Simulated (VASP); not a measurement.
Wanted: the native input for a VASP 6.6.1 run.

- Task: single point
- Functional: r2SCAN
- Potentials or basis: VASP PAW PBE potentials, release 64 (Ti_sv)
- Cutoff: 520 eV
- k mesh: 22 × 22 × 22
- Occupations: gaussian, width 0.15 eV
- Spin: no spin polarisation
- Dipole correction: no
- Further INCAR settings: ALGO = Normal; EDIFF = 1e-06; NBANDS = 12

The system is Ti.

```
CELL_PARAMETERS angstrom
0.00000 1.99725 2.09711
1.99725 0.00000 2.09711
1.99725 1.99725 0.00000
ATOMIC_POSITIONS crystal
Ti 0.00000 0.00000 0.00000
```

This cell differs from its parent crystal: ratio of the length along z to the lengths across it x 1.05, volume and fractional coordinates fixed.

These files were run (other wordings do the same):

POSCAR

```
Ti
1.0
    0.0000000000      1.9972523380      2.0971149549
    1.9972523380      0.0000000000      2.0971149549
    1.9972523380      1.9972523380      0.0000000000
Ti
1
Direct
    0.0000000000      0.0000000000      0.0000000000
```

INCAR.step1

```
PREC = Accurate
ENCUT = 520
ISMEAR = 0
SIGMA = 0.15
LREAL = False
LASPH = True
NELM = 80
NBANDS = 12
GGA = PE
ALGO = Normal
EDIFF = 1E-4
LWAVE = True
LCHARG = False
```

INCAR.step2

```
PREC = Accurate
ENCUT = 520
EDIFF = 1E-6
ISMEAR = 0
SIGMA = 0.15
LREAL = False
LASPH = True
NELM = 80
ALGO = Normal
ISIF = 2
LWAVE = False
LCHARG = False
METAGGA = R2SCAN
LMIXTAU = True
NBANDS = 12
ISTART = 1
```

KPOINTS

```
Automatic mesh
0
Gamma
  22 22 22
```

Potentials or basis: VASP PAW PBE potentials, release 64 (Ti_sv).

Launch:

```bash
$ cat potpaw_PBE.64/Ti_sv/POTCAR > POTCAR
$ cp INCAR.step1 INCAR
$ mpirun -np 1 vasp_std > vasp.out
$ cp INCAR.step2 INCAR
$ mpirun -np 1 vasp_std > vasp.out
```

Results of the run:

```
Pressure               : 4.8 GPa
Band gap on the k mesh : zero (band 6 reaches 9.50 eV, above the bottom of band 7 at 8.15 eV)
```

Caveat: the PAW data sets were made with another functional, which shifts forces and pressure a little.

Run time: 4.6 min on 1 thread of Intel Xeon 6975P-C, on a shared host, peak memory 0.28 GiB.
